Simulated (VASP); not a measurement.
A run of VASP 6.6.1:

INCAR

```
SYSTEM = MoOs
PREC = Accurate ; ENCUT = 520
EDIFF = 1E-6 ; ISMEAR = 0
SIGMA = 0.1 ; LREAL = .FALSE.
LASPH = .TRUE. ; NELM = 60
ALGO = Normal ; ISIF = 2
LWAVE = .FALSE. ; LCHARG = .FALSE.
GGA = PS ; NBANDS = 18
```

The input KPOINTS:

```
regular mesh
0
G
  4 4 2
  0 0 0
```

Contents of POSCAR:

```
MoOs
1.0
    2.7817556900      0.0000000000      0.0000000000
   -1.3908778400      2.4090710900      0.0000000000
    0.0000000000      0.0000000000      4.5070550000
Mo Os
1 1
Direct
    0.6666666700      0.3333333300      0.5000000000
    0.3333333300      0.6666666700      0.0000000000
```

Potentials or basis: VASP PAW PBE potentials, release 64 (Mo_sv, Os).

Launch:

```sh
$ cat potpaw_PBE.64/Mo_sv/POTCAR potpaw_PBE.64/Os/POTCAR > POTCAR
$ mpirun -np 1 vasp_std > vasp.out
```

Hardware: 1 thread of Intel(R) Xeon(R) Platinum 8375C CPU @ 2.90GHz (Ice Lake), with other jobs on the host.

How long does it take, and how much memory?

It took 6.4 s on 1 thread of Intel(R) Xeon(R) Platinum 8375C CPU @ 2.90GHz (Ice Lake) (shared host), peak memory 0.15 GiB. Counts: scf iterations 16, k points 8.
